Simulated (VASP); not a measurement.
A run of VASP 6.6.1:

File POSCAR:

```
TiAl3
1.0
    3.8240007095      0.0000000000      0.0000000000
    0.0000000000      3.8240007095      0.0000000000
    0.0000000000      0.0000000000     17.1409575210
Al Ti
3 1
Direct
    0.5000000000      0.0000000000      0.4375484853
    0.0000000000      0.5000000000      0.4375484853
    0.0000000000      0.0000000000      0.5624515147
    0.5000000000      0.5000000000      0.5624515147
```

INCAR.step1

```
PREC = Accurate
ENCUT = 520
ISMEAR = 0
SIGMA = 0.1
LREAL = False
LASPH = True
NELM = 100
LDIPOL = True
IDIPOL = 3
DIPOL = 0.5 0.5 0.500
NBANDS = 18
GGA = PE
ALGO = Normal
EDIFF = 1E-4
LWAVE = True
LCHARG = False
```

The input INCAR.step2:

```
PREC = Accurate
ENCUT = 520
EDIFF = 1E-6
ISMEAR = 0
SIGMA = 0.1
LREAL = False
LASPH = True
NELM = 100
ALGO = Normal
ISIF = 2
LWAVE = False
LCHARG = False
LDIPOL = True
IDIPOL = 3
DIPOL = 0.5 0.5 0.500
METAGGA = R2SCAN
LMIXTAU = True
NBANDS = 18
ISTART = 1
```

The input KPOINTS:

```
regular mesh
0
Gamma
  9 9 1
```

Potentials or basis: VASP PAW PBE potentials, release 64 (Al, Ti_sv).

Launch:

```bash
$ cat potpaw_PBE.64/Al/POTCAR potpaw_PBE.64/Ti_sv/POTCAR > POTCAR
$ cp INCAR.step1 INCAR
$ mpirun -np 1 vasp_std > vasp.out
$ cp INCAR.step2 INCAR
$ mpirun -np 1 vasp_std > vasp.out
```

Hardware: 1 thread of Intel(R) Xeon(R) Platinum 8559C (Emerald Rapids) (shared host).

**Question.** How long does it take, and how much memory?

**Answer.** Run time: 2.5 min on 1 thread of Intel(R) Xeon(R) Platinum 8559C (Emerald Rapids), on a shared host, peak memory 0.36 GiB. Counts: k points 15.
